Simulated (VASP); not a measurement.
# I (Fmmm) in VASP: a series of runs

I is run at these levels: PBE; tasks: single point.

Program: VASP 6.6.1. These are calculated values, not measurements. Logs are shortened: lines on timing, memory, paths and dates and some standing lists are left out, and cuts for length are marked.

### 1 The cell of the first run

Symmetry: Fmmm, No. 69, orthorhombic system. The conventional cell has a = 4.785 Å, b = 5.164 Å, c = 8.534 Å, α = 90.00°, β = 90.00°, γ = 90.00°. I (site symmetry mmm) has 4 I at 3.52 Å within 4.6 Å.

### 2 Single point, PBE

File INCAR:

```
ALGO = Normal ; EDIFF = 1E-6
ENCUT = 520 ; GGA = PE
ISIF = 2 ; ISMEAR = 0
LASPH = T ; LCHARG = T
LELF = T ; LREAL = F
LVHAR = T ; LWAVE = F
NBANDS = 10 ; NELM = 100
PREC = Accurate ; SIGMA = 0.1
```

File KPOINTS:

```
k-points
0
Gamma
  6 6 6
```

File POSCAR:

```
I
1.0
    0.0000000000      2.5817994874      4.2671716944
    2.3926011003      0.0000000000      4.2671716944
    2.3926011003      2.5817994874      0.0000000000
I
1
Direct
    0.0000000000      0.0000000000      0.0000000000
```

Potentials or basis: VASP PAW PBE potentials, release 64 (I).

Launch:

```console
$ cat potpaw_PBE.64/I/POTCAR > POTCAR
$ mpirun -np 1 vasp_std > vasp.out
```

OUTCAR:

```text
EDIFF = 1E-6
   ENCUT = 520
   GGA = PE
   ISIF = 2
   ISMEAR = 0
   LASPH = T
   LREAL = F
   NELM = 100
   PREC = Accurate

 ion  position               nearest neighbor table
   1  0.000  0.000  0.000-

  LATTYP: Found a face centered orthorhombic cell.
 ALAT       =     4.7852022006
 B/A-ratio  =     1.0790764441
 C/A-ratio  =     1.7834864716

  Lattice vectors:

 A1 = (   0.0000000000,   2.5817994874,   4.2671716944)
 A2 = (   2.3926011003,   0.0000000000,   4.2671716944)
 A3 = (   2.3926011003,   2.5817994874,   0.0000000000)

Analysis of symmetry for initial positions (statically):
=====================================================================
 Subroutine PRICEL returns:
 Original cell was already a primitive cell.

 Routine SETGRP: Setting up the symmetry group for a
 face centered orthorhombic supercell.

 Subroutine GETGRP returns: Found  8 space group operations
 (whereof  8 operations were pure point group operations)
 out of a pool of  8 trial point group operations.

The static configuration has the point symmetry D_2h.

Analysis of symmetry for dynamics (positions and initial velocities):
=====================================================================
 Subroutine PRICEL returns:
 Original cell was already a primitive cell.

 Routine SETGRP: Setting up the symmetry group for a
 face centered orthorhombic supercell.

 Subroutine GETGRP returns: Found  8 space group operations
 (whereof  8 operations were pure point group operations)
 out of a pool of  8 trial point group operations.

The dynamic configuration has the point symmetry D_2h.

 Subroutine INISYM returns: Found  8 space group operations
 (whereof  8 operations are pure point group operations),
 and found     1 'primitive' translations

----------------------------------------------------------------------------------------

                                     Primitive cell

  volume of cell :      52.7185

  direct lattice vectors                    reciprocal lattice vectors
     0.000000000  2.581799487  4.267171694    -0.208977585  0.193663374  0.117173631
     2.392601100  0.000000000  4.267171694     0.208977585 -0.193663374  0.117173631
     2.392601100  2.581799487  0.000000000     0.208977585  0.193663374 -0.117173631

  length of vectors
     4.987428482  4.892166626  3.519975656     0.308069462  0.308069462  0.308069462

  position of ions in fractional coordinates (direct lattice)
     0.000000000  0.000000000  0.000000000

  ion indices of the primitive-cell ions
   primitive index   ion index
                 1           1

----------------------------------------------------------------------------------------

 KPOINTS: k-points

Automatic generation of k-mesh.
 Grid dimensions read from file:
 generate k-points for:    6    6    6

 Generating k-lattice:

  Cartesian coordinates                     Fractional coordinates (reciprocal lattice)
    -0.034829598  0.032277229  0.019528938     0.166666667  0.000000000  0.000000000
     0.034829598 -0.032277229  0.019528938    -0.000000000  0.166666667 -0.000000000
     0.034829598  0.032277229 -0.019528938     0.000000000  0.000000000  0.166666667

  Length of vectors
     0.051344910  0.051344910  0.051344910

  Shift w.r.t. Gamma in fractional coordinates (k-lattice)
     0.000000000  0.000000000  0.000000000

 Subroutine IBZKPT returns following result:
 ===========================================

 Found     46 irreducible k-points:

 Following reciprocal coordinates:
            Coordinates               Weight
  0.000000  0.000000  0.000000      1.000000
  0.166667 -0.000000  0.000000      8.000000
  0.333333 -0.000000 -0.000000      8.000000
  0.500000  0.000000  0.000000      4.000000
  0.166667  0.166667  0.000000      2.000000
  0.333333  0.166667 -0.000000      8.000000
[... 16 lines left out ...]
 -0.166667  0.166667  0.166667      8.000000
  0.500000  0.333333  0.166667      4.000000
 [... further k-points ...]
   k-points           NKPTS =     46   k-points in BZ     NKDIM =     46   number of bands    NBANDS=     10
   number of dos      NEDOS =    301   number of ions     NIONS =      1
   total plane-waves  NPLWV =  40320
   dimension x,y,z NGX =    40 NGY =   36 NGZ =   28
   dimension x,y,z NGXF=    80 NGYF=   72 NGZF=   56
   ions per type =               1
   NGX,Y,Z   is equivalent  to a cutoff of  13.33, 12.23, 13.22 a.u.
   NGXF,Y,Z  is equivalent  to a cutoff of  26.67, 24.47, 26.45 a.u.
 SYSTEM =  unknown system
   PREC   = accura    normal or accurate (medium, high low for compatibility)
   ISTART =      0    job   : 0-new  1-cont  2-samecut
   ICHARG =      2    charge: 1-file 2-atom 10-const
   ISPIN  =      1    spin polarized calculation?
   LNONCOLLINEAR =      F non collinear calculations
   LSORBIT =      F    spin-orbit coupling
   LASPH  =      T    aspherical Exc in radial PAW
   ENCUT  =  520.0 eV  38.22 Ry    6.18 a.u.   9.27  9.10  6.54*2*pi/ulx,y,z
   NELM   =    100;   NELMIN=  2; NELMDL= -5     # of ELM steps
   EDIFF  = 0.1E-05   stopping-criterion for ELM
   LREAL  =      F    real-space projection
   EDIFFG = 0.1E-04   stopping-criterion for IOM
   NSW    =      0    number of steps for IOM
   IBRION =     -1    ionic relax: 0-MD 1-quasi-New 2-CG
   NFREE  =      0    steps in history (QN), initial steepest desc. (CG)
   ISIF   =      2    stress and relaxation
   ISYM   =      2    0-nonsym 1-usesym 2-fastsym
   POTIM  = 0.5000    time-step for ionic-motion
   TEBEG  =    0.0;   TEEND  =   0.0 temperature during run
   PSTRESS=    0.0 pullay stress
   NELECT =       7.0000    total number of electrons
   NUPDOWN=      -1.0000    fix difference up-down
   EMIN   =  10.00;   EMAX   =-10.00  energy-range for DOS
   EFERMI =   0.00;   METHOD = LEGACY
   ISMEAR =     0;   SIGMA  =   0.10  broadening in eV -4-tet -1-fermi 0-gaus
   EFERMI_NEDOS =   21; number of points for ismear=-14 and -15
   IALGO  =     38    algorithm
   IMIX   =      4    mixing-type and parameters
     AMIX     =   0.40;   BMIX     =  1.00
     AMIX_MAG =   1.60;   BMIX_MAG =  1.00
  volume/ion in A,a.u.               =      52.72       355.76
  Fermi-wavevector in a.u.,A,eV,Ry     =   0.835192  1.578285  9.490694  0.697546
  Thomas-Fermi vector in A             =   1.948710
   LORBIT       =      0    0 simple, 1 ext, 2 COOP (PROOUT), +10 PAW based schemes
   GGA     = PE    functional components
   LHFCALC =     F    Hartree Fock is set to
   AEXX    =    0.0000 exact exchange contribution
   IVDW    =     0    specifies the selected vdW correction
   LEPSILON=     F    determine dielectric tensor
   LRPA    =     F    only Hartree local field effects (RPA)
 non-spin polarized calculation
 Gauss-broadening in eV      SIGMA  =   0.10
  energy-cutoff  :      520.00
  volume of cell :       52.72
 maximum number of plane-waves:      1440
 NGX is ok and might be reduce to    40
   NGX = 19   NGY = 19   NGZ = 13

 number of electron       6.9999999 magnetization

 Free energy of the ion-electron system (eV)
  ---------------------------------------------------
  ext. energy  EPLUGINS =         0.00000000
  ---------------------------------------------------
  free energy    TOTEN  =        -1.21103755 eV

  energy without entropy =       -1.20117624  energy(sigma->0) =       -1.20610690

 E-fermi :   0.5016     XC(G=0):  -7.1625

 val. band max:        0.4925594569   @ k =   0.5000   0.0000   0.5000
 cond. band min:       0.5100094170   @ k =   0.5000   0.1667   0.1667
 fundamental gap:      0.0174499602
 Fermi energy:         0.5015949915

 k-point     1 :       0.0000    0.0000    0.0000
  band No.  band energies     occupation
      1     -11.6944      2.00000
      2      -0.4565      2.00000
      3       1.2317      0.00000
      4       1.4400      0.00000
      5       5.7608      0.00000
      6       8.6315      0.00000
      7       8.6826      0.00000
      8      12.5314      0.00000
      9      12.8188      0.00000
     10      13.0392      0.00000

 k-point     2 :       0.1667   -0.0000    0.0000
  band No.  band energies     occupation
      1     -11.5225      2.00000
      2      -0.4512      2.00000
      3      -0.0102      2.00000
      4       1.4492      0.00000
      5       6.4229      0.00000
      6       8.8432      0.00000
      7       9.9663      0.00000
      8      10.5676      0.00000
      9      12.9710      0.00000
     10      13.9976      0.00000

 k-point     3 :       0.3333   -0.0000   -0.0000
  band No.  band energies     occupation
      1     -11.1320      2.00000
      2      -1.9502      2.00000
      3      -0.3308      2.00000
      4       1.6793      0.00000
      5       6.9521      0.00000
      6       8.9998      0.00000
      7       9.5531      0.00000
      8      12.4367      0.00000
      9      13.5198      0.00000
     10      13.9712      0.00000

 k-point     4 :       0.5000    0.0000    0.0000
  band No.  band energies     occupation
      1     -10.9051      2.00000
      2      -2.7471      2.00000
      3      -0.2724      2.00000
      4       1.8060      0.00000
      5       6.5321      0.00000
      6       9.5501      0.00000
      7      10.8879      0.00000
      8      12.2067      0.00000
      9      12.3835      0.00000
     10      13.2080      0.00000
[... 222 lines left out ...]
 k-point    22 :      -0.3333    0.1667    0.1667
  band No.  band energies     occupation
      1     -10.7489      2.00000
      2      -2.5647      2.00000
      3      -0.1500      2.00000
      4       0.6001      0.16363
      5       6.9758      0.00000
      6       8.9568      0.00000
      7      10.5921      0.00000
      8      11.5087      0.00000
      9      12.4742      0.00000
     10      13.5519      0.00000

 k-point    23 :      -0.1667    0.1667    0.1667
  band No.  band energies     occupation
      1     -10.9695      2.00000
      2      -1.8139      2.00000
      3      -0.0781      2.00000
      4       0.3632      1.94966
      5       7.4078      0.00000
      6       8.4905      0.00000
      7      10.2862      0.00000
      8      11.0265      0.00000
      9      11.8037      0.00000
     10      14.7640      0.00000

 k-point    24 :       0.5000    0.3333    0.1667
  band No.  band energies     occupation
      1     -11.3072      2.00000
      2      -1.0920      2.00000
      3       0.1287      2.00000
      4       0.1755      2.00000
      5       8.5315      0.00000
      6       9.5760      0.00000
      7      10.3068      0.00000
      8      12.0146      0.00000
      9      12.0623      0.00000
     10      13.0592      0.00000

 [... further k-points ...]

------------------------ aborting loop because EDIFF is reached ----------------------------------------

  FORCE on cell =-STRESS in cart. coord.  units (eV):
  Direction    XX          YY          ZZ          XY          YZ          ZX
  --------------------------------------------------------------------------------------
  -------------------------------------------------------------------------------------
  Total       -1.3241208     -1.5398015      0.0554587      0.0000000      0.0000000      0.0000000
  in kB      -40.2416014    -46.7963941      1.6854550      0.0000000      0.0000000      0.0000000
  external PRESSURE =     -28.4508469 kB  Pullay stress =       0.0000000 kB

 VOLUME and BASIS-vectors are now :
 -----------------------------------------------------------------------------
  energy-cutoff  :      520.00
  volume of cell :       52.72
      direct lattice vectors                 reciprocal lattice vectors
     0.000000000  2.581799487  4.267171694    -0.208977585  0.193663374  0.117173631
     2.392601100  0.000000000  4.267171694     0.208977585 -0.193663374  0.117173631
     2.392601100  2.581799487  0.000000000     0.208977585  0.193663374 -0.117173631

 POSITION                                       TOTAL-FORCE (eV/Angst)
 -----------------------------------------------------------------------------------
      0.00000      0.00000      0.00000         0.000000      0.000000      0.000000
 -----------------------------------------------------------------------------------
    total drift:                                0.000000      0.000000     -0.000000

  FREE ENERGIE OF THE ION-ELECTRON SYSTEM (eV)
  ---------------------------------------------------
  free  energy   TOTEN  =        -1.2110375544 eV

  energy  without entropy=       -1.2011762393  energy(sigma->0) =       -1.20610690
```

Run time: 14 s. Hardware: 1 thread of Intel Xeon 6975P-C (Granite Rapids), shared host; peak memory 0.19 GiB.

What came out:

```
Free energy : -1.2110 eV
Pressure    : -2.8 GPa
```

Levels at points of the mesh, in eV from the Fermi level:
```
           k point  band 2  band 3  band 4  band 5  band 6  band 7
(0.00, 0.00, 0.00)   -0.96    0.73    0.94    5.26    8.13    8.18
(0.50, 0.00, 0.00)   -3.25   -0.77    1.30    6.03    9.05   10.39
(0.50, 0.50, 0.00)   -2.23    0.62    0.84    7.32    7.74    9.71
(0.50, 0.00, 0.50)   -2.72   -2.13   -0.01    5.41    7.59    9.91
(0.00, 0.50, 0.50)   -2.53   -2.30   -0.17    5.40    6.91   10.50
```

Caveat: spin-orbit coupling is left out, which moves the levels of the heavy elements; an odd number of electrons without spin polarisation forces a metal; a magnetic or distorted state may lie lower.

### 3 Single point, PBE

This run uses another cell than the first one, of 40.55 Å³/atom, 0.769 times its volume.

File INCAR:

```
SYSTEM = I
  ALGO = Normal
  EDIFF = 1E-6
  ENCUT = 520
  GGA = PE
  ISIF = 2
  ISMEAR = 0
  ISYM = 0
  LASPH = .True.
  LCHARG = .True.
  LELF = .True.
  LREAL = .False.
  LVHAR = .True.
  LWAVE = .False.
  NBANDS = 10
  NELM = 60
  PREC = Accurate
  SIGMA = 0.1
```

File KPOINTS:

```
k-points
0
Gamma
  7 4 5
  0 0 0
```

File POSCAR:

```
I
1.0
    0.0000000000      2.3656004428      3.9098401324
    2.1922454667      0.0000000000      3.9098401324
    2.1922454667      2.3656004428      0.0000000000
I
1
Direct
    0.0000000000      0.0000000000      0.0000000000
```

Potentials or basis: VASP PAW PBE potentials, release 64 (I).

Launch:

```console
$ cat potpaw_PBE.64/I/POTCAR > POTCAR
$ mpirun -np 1 vasp_std > vasp.out
```

Run time: 10 s. Hardware: 1 thread of Intel Xeon 6975P-C (Granite Rapids), shared host; peak memory 0.18 GiB.

The run converged. Its results:

- Free energy: -1.4506 eV
- Pressure: 0.2 GPa

Stress tensor (GPa, compression positive):
```
 0.00  2.81 -0.10
 2.81 -0.19  0.05
-0.10  0.05  0.85
```

Levels at points of the mesh, in eV from the Fermi level:
```csv
k point,band 2,band 3,band 4,band 5,band 6,band 7
"(0.00, 0.00, 0.00)",-1.51,1.19,1.50,4.97,7.90,8.63
"(0.00, 0.50, 0.00)",-4.84,-1.29,2.20,5.20,9.58,11.07
```

Caveat: the k points lie up to 0.53 Å⁻¹ apart; spin-orbit coupling is left out, which moves the levels of the heavy elements; an odd number of electrons without spin polarisation forces a metal; a magnetic or distorted state may lie lower.

### 4 Single point, PBE

This run uses another cell than the first one, of 40.55 Å³/atom, 0.769 times its volume.

File INCAR:

```
SYSTEM = I
PREC = Accurate ; ENCUT = 500
EDIFF = 1E-6 ; ISMEAR = 0
SIGMA = 0.1 ; LREAL = .FALSE.
LASPH = .TRUE. ; NELM = 120
ALGO = Normal ; ISIF = 2
LWAVE = .FALSE. ; LCHARG = .FALSE.
GGA = PE ; NBANDS = 10
GGA_COMPAT = .FALSE.
```

File KPOINTS:

```
Automatic mesh
0
G
  2 2 2
  0 0 0
```

POSCAR is that of step 3.

Potentials or basis: VASP PAW PBE potentials, release 64 (I).

Launch:

```console
$ cat potpaw_PBE.64/I/POTCAR > POTCAR
$ mpirun -np 1 vasp_std > vasp.out
```

OUTCAR:

```text
SYSTEM = I
   PREC = Accurate
   ENCUT = 500
   EDIFF = 1E-6
   ISMEAR = 0
   LREAL = .FALSE.
   LASPH = .TRUE.
   NELM = 120
   ISIF = 2
   GGA = PE

 ion  position               nearest neighbor table
   1  0.000  0.000  0.000-

  LATTYP: Found a face centered orthorhombic cell.
 ALAT       =     4.3844909334
 B/A-ratio  =     1.0790764441
 C/A-ratio  =     1.7834864717
[... 225 lines left out ...]
      5       7.5487      0.00000
      6       9.3526      0.00000
      7      13.9209      0.00000
      8      14.3720      0.00000
      9      15.7024      0.00000
     10      15.7962      0.00000

------------------------ aborting loop because EDIFF is reached ----------------------------------------

  FORCE on cell =-STRESS in cart. coord.  units (eV):
  Direction    XX          YY          ZZ          XY          YZ          ZX
  --------------------------------------------------------------------------------------
  -------------------------------------------------------------------------------------
  Total        3.5337114      1.5796322      0.8939140     -0.0000000      0.0000000      0.0000000
  in kB      139.6117887     62.4089672     35.3172402     -0.0000000      0.0000000      0.0000000
  external PRESSURE =      79.1126654 kB  Pullay stress =       0.0000000 kB

 VOLUME and BASIS-vectors are now :
 -----------------------------------------------------------------------------
  energy-cutoff  :      500.00
  volume of cell :       40.55
      direct lattice vectors                 reciprocal lattice vectors
     0.000000000  2.365600443  3.909840132    -0.228076649  0.211362828  0.127882467
     2.192245467  0.000000000  3.909840132     0.228076649 -0.211362828  0.127882467
     2.192245467  2.365600443  0.000000000     0.228076649  0.211362828 -0.127882467

 POSITION                                       TOTAL-FORCE (eV/Angst)
 -----------------------------------------------------------------------------------
      0.00000      0.00000      0.00000         0.000000     -0.000000      0.000000
 -----------------------------------------------------------------------------------
    total drift:                                0.000000      0.000000      0.000000

  FREE ENERGIE OF THE ION-ELECTRON SYSTEM (eV)
  ---------------------------------------------------
  free  energy   TOTEN  =        -0.6288541565 eV

  energy  without entropy=       -0.6288534580  energy(sigma->0) =       -0.62885381
```

OSZICAR:

```text
N       E                     dE             d eps       ncg     rms          rms(c)
DAV:   1     0.216501412246E+02    0.21650E+02   -0.20659E+03   100   0.442E+02
DAV:   2     0.294887550621E+00   -0.21355E+02   -0.20188E+02   134   0.797E+01
DAV:   3    -0.653810715083E+00   -0.94870E+00   -0.94749E+00   118   0.169E+01
DAV:   4    -0.662356176374E+00   -0.85455E-02   -0.85452E-02   122   0.210E+00
DAV:   5    -0.662446685723E+00   -0.90509E-04   -0.90510E-04   132   0.182E-01    0.195E+00
DAV:   6    -0.636553080743E+00    0.25894E-01   -0.21662E-02   106   0.698E-01    0.123E+00
DAV:   7    -0.628311209573E+00    0.82419E-02   -0.38585E-02   102   0.965E-01    0.236E-01
DAV:   8    -0.628838658517E+00   -0.52745E-03   -0.18170E-03   104   0.252E-01    0.489E-02
DAV:   9    -0.628832336466E+00    0.63221E-05   -0.36635E-05   146   0.375E-02    0.164E-02
DAV:  10    -0.628854560871E+00   -0.22224E-04   -0.28389E-05   104   0.329E-02    0.120E-02
DAV:  11    -0.628854156471E+00    0.40440E-06   -0.11475E-06   108   0.552E-03
   1 F= -.62885416E+00 E0= -.62885381E+00  d E =-.698468E-06
```

stdout:

```text
POSCAR found type information on POSCAR I
 POSCAR found :  1 types and       1 ions
 scaLAPACK will be used
 LDA part: xc-table for (Slater+PW92), standard interpolation
 POSCAR, INCAR and KPOINTS ok, starting setup
 FFT: planning ... GRIDC
 FFT: planning ... GRID_SOFT
 FFT: planning ... GRID
 WAVECAR not read
 entering main loop
```

Wall time 9.7 s (1 thread of Intel Xeon 8259CL, shared host); peak memory 0.17 GiB.

What came out:

| Property | Result |
| --- | --- |
| Free energy | -0.6289 eV |
| Pressure | 7.9 GPa |

Stress tensor (GPa, compression positive):
```
13.96  0.00  0.00
 0.00  6.24  0.00
 0.00  0.00  3.53
```

Caveat: the k points lie up to 1.06 Å⁻¹ apart; spin-orbit coupling is left out, which moves the levels of the heavy elements; an odd number of electrons without spin polarisation forces a metal; a magnetic or distorted state may lie lower.

### 5 The runs side by side

```csv
cell,k mesh,cutoff (eV),gap on the mesh (eV),pressure (GPa)
"a = 4.987, b = 4.892, c = 3.520 Å, angles 70.6, 67.7, 41.7°, 1 atom",6 × 6 × 6,520,none,-2.8
"a = 4.570, b = 4.482, c = 3.225 Å, angles 70.6, 67.7, 41.7°, 1 atom",7 × 4 × 5,520,none,0.2
"a = 4.570, b = 4.482, c = 3.225 Å, angles 70.6, 67.7, 41.7°, 1 atom",2 × 2 × 2,500,none,7.9
```

Alike in all rows: task single point; level PBE; potentials or basis VASP PAW PBE potentials, release 64 (I); no spin polarisation; smearing gaussian 0.1 eV.

Caveats: some runs use coarse meshes; spin-orbit coupling is left out, which moves the levels of the heavy elements; an odd number of electrons without spin polarisation forces a metal; a magnetic or distorted state may lie lower.

Absolute energies hang on the potentials; compare differences alone.
